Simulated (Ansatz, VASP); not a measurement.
**One calculation of V4O, two programs**

```
V O
1.0
     2.99718    0.00000    0.00000
     0.00000    2.99718    0.00000
     0.00000    0.00000   21.33338
V O
4 1
Direct
  0.50000 0.50000 0.18750
  0.00000 0.00000 0.25775
  0.50000 0.50000 0.32672
  0.00000 0.00000 0.39063
  0.12500 0.12500 0.47781
```

Alike in both runs: task single point; functional PBE; k mesh 9 × 9 × 1; occupations gaussian, width 0.1 eV; no spin polarisation.

|  | VASP | Ansatz |
| --- | --- | --- |
| version | VASP 6.6.1 | Ansatz 0.2.0 |
| potentials or method | VASP PAW PBE potentials, release 64 (V_sv, O), cutoff 520 eV | scalar-relativistic, plane waves, PAW |
| valence electrons in the cell | 58 | 58 |

|  | VASP | Ansatz | Ansatz less VASP |
| --- | --- | --- | --- |
| gap on the k mesh at the Fermi level (eV) | none | none | - |
| rms of the force components (eV/Å) | 2.409 | 2.435 | +0.0260 |

Atom by atom the forces differ by 0.028 eV/Å (rms over components). A gap of «none» marks a metal or a gap that the smearing closes.
